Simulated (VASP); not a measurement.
# Pb (Fd-3m) in VASP: notebook, part 2 of 2

VASP 6.6.1. Earlier steps stand in the parts before.

## Step 3: Single point, revPBE (volume scaled by 1.04)

INCAR

```
PREC = Accurate
ENCUT = 520
EDIFF = 1E-6
ISMEAR = -1
SIGMA = 0.1
LREAL = F
LASPH = T
NELM = 100
ALGO = Normal
ISIF = 2
LWAVE = F
LCHARG = F
GGA = RE
NBANDS = 21
```

KPOINTS

```
Automatic mesh
0
Gamma
  9 9 9
```

POSCAR

```
Pb
1.0
    0.0000000000      3.6167311998      3.6167311998
    3.6167311998      0.0000000000      3.6167311998
    3.6167311998      3.6167311998      0.0000000000
Pb
2
Direct
    0.1250000000      0.1250000000      0.1250000000
    0.8750000000      0.8750000000      0.8750000000
```

Potentials or basis: VASP PAW PBE potentials, release 64 (Pb_d).

Launch:

```sh
> cat potpaw_PBE.64/Pb_d/POTCAR > POTCAR
> mpirun -np 1 vasp_std > vasp.out
```

OUTCAR:

```text
PREC = Accurate
   ENCUT = 520
   EDIFF = 1E-6
   ISMEAR = -1
   LREAL = F
   LASPH = T
   NELM = 100
   ISIF = 2
   GGA = RE

 ion  position               nearest neighbor table
   1  0.125  0.125  0.125-   2 3.13   2 3.13   2 3.13   2 3.13
   2  0.875  0.875  0.875-   1 3.13   1 3.13   1 3.13   1 3.13

  LATTYP: Found a face centered cubic cell.
 ALAT       =     7.2334623996

  Lattice vectors:

 A1 = (   0.0000000000,   3.6167311998,   3.6167311998)
 A2 = (   3.6167311998,   0.0000000000,   3.6167311998)
 A3 = (   3.6167311998,   3.6167311998,   0.0000000000)

Analysis of symmetry for initial positions (statically):
=====================================================================
 Subroutine PRICEL returns:
 Original cell was already a primitive cell.

 Routine SETGRP: Setting up the symmetry group for a
 face centered cubic supercell.

 Subroutine GETGRP returns: Found 48 space group operations
 (whereof 12 operations were pure point group operations)
 out of a pool of 48 trial point group operations.

The static configuration has the point symmetry D_3d.
 The point group associated with its full space group is O_h .

Analysis of symmetry for dynamics (positions and initial velocities):
=====================================================================
 Subroutine PRICEL returns:
 Original cell was already a primitive cell.

 Routine SETGRP: Setting up the symmetry group for a
 face centered cubic supercell.

 Subroutine GETGRP returns: Found 48 space group operations
 (whereof 12 operations were pure point group operations)
 out of a pool of 48 trial point group operations.

The dynamic configuration has the point symmetry D_3d.
[... 105 lines left out ...]
   NFREE  =      0    steps in history (QN), initial steepest desc. (CG)
   ISIF   =      2    stress and relaxation
   ISYM   =      2    0-nonsym 1-usesym 2-fastsym
   POTIM  = 0.5000    time-step for ionic-motion
   TEBEG  =    0.0;   TEEND  =   0.0 temperature during run
   PSTRESS=    0.0 pullay stress
   NELECT =      28.0000    total number of electrons
   NUPDOWN=      -1.0000    fix difference up-down
   EMIN   =  10.00;   EMAX   =-10.00  energy-range for DOS
   EFERMI =   0.00;   METHOD = LEGACY
   ISMEAR =    -1;   SIGMA  =   0.10  broadening in eV -4-tet -1-fermi 0-gaus
   EFERMI_NEDOS =   21; number of points for ismear=-14 and -15
   IALGO  =     38    algorithm
   IMIX   =      4    mixing-type and parameters
     AMIX     =   0.40;   BMIX     =  1.00
     AMIX_MAG =   1.60;   BMIX_MAG =  1.00
  volume/ion in A,a.u.               =      47.31       319.26
  Fermi-wavevector in a.u.,A,eV,Ry     =   1.090941  2.061580 16.193006  1.190152
  Thomas-Fermi vector in A             =   2.227176
   LORBIT       =      0    0 simple, 1 ext, 2 COOP (PROOUT), +10 PAW based schemes
   GGA     = RE    functional components
   LHFCALC =     F    Hartree Fock is set to
   AEXX    =    0.0000 exact exchange contribution
   IVDW    =     0    specifies the selected vdW correction
   LEPSILON=     F    determine dielectric tensor
   LRPA    =     F    only Hartree local field effects (RPA)
 non-spin polarized calculation
  energy-cutoff  :      520.00
  volume of cell :       94.62
 maximum number of plane-waves:      2637
 NGX is ok and might be reduce to    40
   NGX = 19   NGY = 19   NGZ = 19

 number of electron      28.0000006 magnetization

 Free energy of the ion-electron system (eV)
  ---------------------------------------------------
  ext. energy  EPLUGINS =         0.00000000
  ---------------------------------------------------
  free energy    TOTEN  =        -6.03289728 eV

  energy without entropy =       -6.00817349  energy(sigma->0) =       -6.02053539

 E-fermi :   3.1850     XC(G=0):  -7.6383

 val. band max:        3.1033631808   @ k =   0.1111   0.1111   0.0000
 cond. band min:       3.3145556110   @ k =  -0.1111   0.1111   0.0000
 fundamental gap:      0.2111924302
 Fermi energy:         3.1849721533

 k-point     1 :       0.0000    0.0000    0.0000
  band No.  band energies     occupation
      1     -13.8091      2.00000
      2     -13.8091      2.00000
      3     -13.8091      2.00000
      4     -13.7563      2.00000
      5     -13.7563      2.00000
      6     -13.4656      2.00000
[... 565 lines left out ...]
     20      11.2660      0.00000
     21      12.8223      0.00000

 [... further k-points ...]
[... 5 lines left out ...]
  --------------------------------------------------------------------------------------
  -------------------------------------------------------------------------------------
  Total       -0.5121134     -0.5121134     -0.5121134     -0.0000000     -0.0000000     -0.0000000
  in kB       -8.6715766     -8.6715766     -8.6715766     -0.0000000     -0.0000000     -0.0000000
  external PRESSURE =      -8.6715766 kB  Pullay stress =       0.0000000 kB

 VOLUME and BASIS-vectors are now :
 -----------------------------------------------------------------------------
  energy-cutoff  :      520.00
  volume of cell :       94.62
      direct lattice vectors                 reciprocal lattice vectors
     0.000000000  3.616731200  3.616731200    -0.138246381  0.138246381  0.138246381
     3.616731200  0.000000000  3.616731200     0.138246381 -0.138246381  0.138246381
     3.616731200  3.616731200  0.000000000     0.138246381  0.138246381 -0.138246381

 POSITION                                       TOTAL-FORCE (eV/Angst)
 -----------------------------------------------------------------------------------
      0.90418      0.90418      0.90418        -0.000000     -0.000000     -0.000000
      6.32928      6.32928      6.32928         0.000000      0.000000      0.000000
 -----------------------------------------------------------------------------------
    total drift:                                0.000000      0.000000     -0.000000

  FREE ENERGIE OF THE ION-ELECTRON SYSTEM (eV)
  ---------------------------------------------------
  free  energy   TOTEN  =        -6.0328972780 eV

  energy  without entropy=       -6.0081734923  energy(sigma->0) =       -6.02053539
```

OSZICAR:

```text
N       E                     dE             d eps       ncg     rms          rms(c)
DAV:   1     0.288913766714E+03    0.28891E+03   -0.13761E+04  1470   0.142E+03
DAV:   2     0.160334369886E+02   -0.27288E+03   -0.26666E+03  1485   0.381E+02
DAV:   3    -0.525943996036E+01   -0.21293E+02   -0.21164E+02  1810   0.133E+02
DAV:   4    -0.598479216130E+01   -0.72535E+00   -0.72507E+00  1670   0.309E+01
DAV:   5    -0.602219979604E+01   -0.37408E-01   -0.37407E-01  2074   0.626E+00    0.118E+00
DAV:   6    -0.602436651309E+01   -0.21667E-02   -0.23851E-02  2127   0.169E+00    0.723E-01
DAV:   7    -0.603038491830E+01   -0.60184E-02   -0.24963E-02  1847   0.198E+00    0.152E-01
DAV:   8    -0.603252653706E+01   -0.21416E-02   -0.81376E-03  1618   0.106E+00    0.596E-02
DAV:   9    -0.603253046724E+01   -0.39302E-05   -0.54022E-04  1969   0.352E-01    0.279E-02
DAV:  10    -0.603288476665E+01   -0.35430E-03   -0.80344E-04  1525   0.137E-01    0.800E-03
DAV:  11    -0.603288980602E+01   -0.50394E-05   -0.10302E-05  1531   0.182E-02    0.454E-03
DAV:  12    -0.603289762013E+01   -0.78141E-05   -0.20583E-05  1565   0.372E-02    0.159E-03
DAV:  13    -0.603289727795E+01    0.34218E-06   -0.71846E-07  1356   0.122E-02
   1 F= -.60328973E+01 E0= -.60205354E+01  d E =-.247238E-01
```

It took 32 s on 1 thread of Intel Xeon 6975P-C (Granite Rapids), shared host; peak memory 0.25 GiB.

Results:

```
Free energy            : -6.0329 eV
Pressure               : -0.9 GPa
Band gap on the k mesh : zero (band 14 reaches 3.53 eV, above the bottom of band 15 at 2.62 eV)
```

Levels at points of the mesh, in eV from the Fermi level:
| k point | band 11 | band 12 | band 13 | band 14 | band 15 | band 16 | band 17 | band 18 |
| --- | --- | --- | --- | --- | --- | --- | --- | --- |
| (0.00, 0.00, 0.00) | -10.32 | -4.67 | 0.34 | 0.34 | 0.34 | 2.30 | 2.30 | 2.30 |

Caveat: the PAW data sets were made with another functional, which shifts forces and pressure a little; spin-orbit coupling is left out, which moves the levels of the heavy elements.

## Step 4: Single point, revPBE (volume scaled by 1.08)

INCAR

```
PREC = Accurate
ENCUT = 520
EDIFF = 1E-7
ISMEAR = -1
SIGMA = 0.1
LREAL = F
LASPH = T
NELM = 80
ALGO = Normal
ISIF = 2
LWAVE = F
LCHARG = F
GGA = RE
NBANDS = 21
```

KPOINTS is that of step 3.

POSCAR

```
Pb
1.0
    0.0000000000      3.6625174680      3.6625174680
    3.6625174680      0.0000000000      3.6625174680
    3.6625174680      3.6625174680      0.0000000000
Pb
2
Direct
    0.1250000000      0.1250000000      0.1250000000
    0.8750000000      0.8750000000      0.8750000000
```

Potentials or basis: VASP PAW PBE potentials, release 64 (Pb_d).

Launch:

```sh
> cat potpaw_PBE.64/Pb_d/POTCAR > POTCAR
> mpirun -np 1 vasp_std > vasp.out
```

OUTCAR:

```text
PREC = Accurate
   ENCUT = 520
   EDIFF = 1E-7
   ISMEAR = -1
   LREAL = F
   LASPH = T
   NELM = 80
   ISIF = 2
   GGA = RE

 ion  position               nearest neighbor table
   1  0.125  0.125  0.125-   2 3.17   2 3.17   2 3.17   2 3.17
   2  0.875  0.875  0.875-   1 3.17   1 3.17   1 3.17   1 3.17

  LATTYP: Found a face centered cubic cell.
 ALAT       =     7.3250349360

  Lattice vectors:

 A1 = (   0.0000000000,   3.6625174680,   3.6625174680)
 A2 = (   3.6625174680,   0.0000000000,   3.6625174680)
 A3 = (   3.6625174680,   3.6625174680,   0.0000000000)

Analysis of symmetry for initial positions (statically):
=====================================================================
 Subroutine PRICEL returns:
 Original cell was already a primitive cell.

 Routine SETGRP: Setting up the symmetry group for a
 face centered cubic supercell.

 Subroutine GETGRP returns: Found 48 space group operations
 (whereof 12 operations were pure point group operations)
 out of a pool of 48 trial point group operations.

The static configuration has the point symmetry D_3d.
 The point group associated with its full space group is O_h .

Analysis of symmetry for dynamics (positions and initial velocities):
=====================================================================
 Subroutine PRICEL returns:
 Original cell was already a primitive cell.

 Routine SETGRP: Setting up the symmetry group for a
 face centered cubic supercell.

 Subroutine GETGRP returns: Found 48 space group operations
 (whereof 12 operations were pure point group operations)
 out of a pool of 48 trial point group operations.

The dynamic configuration has the point symmetry D_3d.
 The point group associated with its full space group is O_h .

 Subroutine INISYM returns: Found 48 space group operations
[... 103 lines left out ...]
   ISIF   =      2    stress and relaxation
   ISYM   =      2    0-nonsym 1-usesym 2-fastsym
   POTIM  = 0.5000    time-step for ionic-motion
   TEBEG  =    0.0;   TEEND  =   0.0 temperature during run
   PSTRESS=    0.0 pullay stress
   NELECT =      28.0000    total number of electrons
   NUPDOWN=      -1.0000    fix difference up-down
   EMIN   =  10.00;   EMAX   =-10.00  energy-range for DOS
   EFERMI =   0.00;   METHOD = LEGACY
   ISMEAR =    -1;   SIGMA  =   0.10  broadening in eV -4-tet -1-fermi 0-gaus
   EFERMI_NEDOS =   21; number of points for ismear=-14 and -15
   IALGO  =     38    algorithm
   IMIX   =      4    mixing-type and parameters
     AMIX     =   0.40;   BMIX     =  1.00
     AMIX_MAG =   1.60;   BMIX_MAG =  1.00
  volume/ion in A,a.u.               =      49.13       331.54
  Fermi-wavevector in a.u.,A,eV,Ry     =   1.077303  2.035807 15.790669  1.160581
  Thomas-Fermi vector in A             =   2.213211
   LORBIT       =      0    0 simple, 1 ext, 2 COOP (PROOUT), +10 PAW based schemes
   GGA     = RE    functional components
   LHFCALC =     F    Hartree Fock is set to
   AEXX    =    0.0000 exact exchange contribution
   IVDW    =     0    specifies the selected vdW correction
   LEPSILON=     F    determine dielectric tensor
   LRPA    =     F    only Hartree local field effects (RPA)
 non-spin polarized calculation
  energy-cutoff  :      520.00
  volume of cell :       98.26
 maximum number of plane-waves:      2685
   NGX = 19   NGY = 19   NGZ = 19

 number of electron      27.9999995 magnetization

 Free energy of the ion-electron system (eV)
  ---------------------------------------------------
  ext. energy  EPLUGINS =         0.00000000
  ---------------------------------------------------
  free energy    TOTEN  =        -6.00691207 eV

  energy without entropy =       -5.97966257  energy(sigma->0) =       -5.99328732

 E-fermi :   2.9032     XC(G=0):  -7.4823

 val. band max:        2.8378270515   @ k =   0.1111   0.1111   0.0000
 cond. band min:       3.0342332170   @ k =  -0.1111   0.1111   0.0000
 fundamental gap:      0.1964061655
 Fermi energy:         2.9031756141

 k-point     1 :       0.0000    0.0000    0.0000
  band No.  band energies     occupation
      1     -14.0498      2.00000
      2     -14.0498      2.00000
      3     -14.0498      2.00000
      4     -14.0016      2.00000
      5     -14.0016      2.00000
      6     -13.7395      2.00000
[... 565 lines left out ...]
     20      10.7850      0.00000
     21      12.4132      0.00000

 [... further k-points ...]
[... 5 lines left out ...]
  --------------------------------------------------------------------------------------
  -------------------------------------------------------------------------------------
  Total       -0.9180463     -0.9180463     -0.9180463     -0.0000000      0.0000000     -0.0000000
  in kB      -14.9694579    -14.9694579    -14.9694579     -0.0000000      0.0000000     -0.0000000
  external PRESSURE =     -14.9694579 kB  Pullay stress =       0.0000000 kB

 VOLUME and BASIS-vectors are now :
 -----------------------------------------------------------------------------
  energy-cutoff  :      520.00
  volume of cell :       98.26
      direct lattice vectors                 reciprocal lattice vectors
     0.000000000  3.662517468  3.662517468    -0.136518120  0.136518120  0.136518120
     3.662517468  0.000000000  3.662517468     0.136518120 -0.136518120  0.136518120
     3.662517468  3.662517468  0.000000000     0.136518120  0.136518120 -0.136518120

 POSITION                                       TOTAL-FORCE (eV/Angst)
 -----------------------------------------------------------------------------------
      0.91563      0.91563      0.91563        -0.000000      0.000000      0.000000
      6.40941      6.40941      6.40941         0.000000     -0.000000     -0.000000
 -----------------------------------------------------------------------------------
    total drift:                                0.000000      0.000000     -0.000000

  FREE ENERGIE OF THE ION-ELECTRON SYSTEM (eV)
  ---------------------------------------------------
  free  energy   TOTEN  =        -6.0069120707 eV

  energy  without entropy=       -5.9796625685  energy(sigma->0) =       -5.99328732
```

stdout:

```text
POSCAR found type information on POSCAR Pb
 POSCAR found :  1 types and       2 ions
 scaLAPACK will be used
 -----------------------------------------------------------------------------
|                                                                             |
|                                                                             |
|     You enforced a specific xc type in the INCAR file but a different       |
|     I HOPE YOU KNOW WHAT YOU ARE DOING!                                     |
|                                                                             |
 -----------------------------------------------------------------------------

 LDA part: xc-table for (Slater+PW92), standard interpolation
 POSCAR, INCAR and KPOINTS ok, starting setup
 FFT: planning ... GRIDC
 FFT: planning ... GRID_SOFT
 FFT: planning ... GRID
 WAVECAR not read
 entering main loop
```

Run time: 38 s. Hardware: 1 thread of Intel Xeon 6975P-C (Granite Rapids), shared host; peak memory 0.25 GiB.

Results:

```yaml
Free_energy: -6.0069 eV
Pressure: -1.5 GPa
Band_gap_on_the_k_mesh: zero (band 14 reaches 3.24 eV, above the bottom of band 15 at 2.37 eV)
```

Levels at points of the mesh, in eV from the Fermi level:
```
           k point  band 11  band 12  band 13  band 14  band 15  band 16  band 17  band 18
(0.00, 0.00, 0.00)   -10.15    -4.84     0.33     0.33     0.33     2.27     2.27     2.27
```

Caveat: the PAW data sets were made with another functional, which shifts forces and pressure a little; spin-orbit coupling is left out, which moves the levels of the heavy elements.

## Step 5: Single point, revPBE (volume scaled by 1.12)

INCAR

```
SYSTEM = Pb
PREC = Accurate ; ENCUT = 520
EDIFF = 1E-6 ; ISMEAR = -1
SIGMA = 0.1 ; LREAL = .FALSE.
LASPH = .TRUE. ; NELM = 60
ALGO = Normal ; ISIF = 2
LWAVE = .FALSE. ; LCHARG = .TRUE.
GGA = RE ; LELF = .TRUE.
LVHAR = .TRUE. ; NBANDS = 21
```

KPOINTS

```
regular mesh
0
G
  9 9 9
  0 0 0
```

POSCAR

```
Pb
1.0
    0.0000000000      3.7071867175      3.7071867175
    3.7071867175      0.0000000000      3.7071867175
    3.7071867175      3.7071867175      0.0000000000
Pb
2
Direct
    0.1250000000      0.1250000000      0.1250000000
    0.8750000000      0.8750000000      0.8750000000
```

Launch:

```sh
> cat potpaw_PBE.64/Pb_d/POTCAR > POTCAR
> mpirun -np 1 vasp_std > vasp.out
```

It took 36 s on 1 thread of Intel Xeon 6975P-C (Granite Rapids), shared host; peak memory 0.26 GiB.

The run converged. Its results:

* Free energy: -5.9681 eV
* Pressure: -2.0 GPa
* Band gap on the k mesh: zero (band 14 reaches 2.97 eV, above the bottom of band 15 at 2.15 eV)

Levels at points of the mesh, in eV from the Fermi level:
```
           k point  band 12  band 13  band 14  band 15  band 16  band 17
(0.00, 0.00, 0.00)    -5.00     0.32     0.32     0.32     2.24     2.24
```

Caveat: the PAW data sets were made with another functional, which shifts forces and pressure a little; spin-orbit coupling is left out, which moves the levels of the heavy elements.

## Step 6: Overview

```tsv
cell	gap on the mesh (eV)	pressure (GPa)
a = 5.048 Å, angles 60.0°, 2 atoms	none	-0.1
a = 5.115 Å, angles 60.0°, 2 atoms	none	-0.9
a = 5.180 Å, angles 60.0°, 2 atoms	none	-1.5
a = 5.243 Å, angles 60.0°, 2 atoms	none	-2.0
```

Alike in all rows: task single point; level revPBE; potentials or basis VASP PAW PBE potentials, release 64 (Pb_d); no spin polarisation; k mesh 9 × 9 × 9; cutoff (eV) 520; smearing fermi-dirac 0.1 eV.

Caveats: the PAW data sets were made with another functional, which shifts forces and pressure a little; spin-orbit coupling is left out, which moves the levels of the heavy elements.

Absolute energies hang on the potentials; compare differences alone.
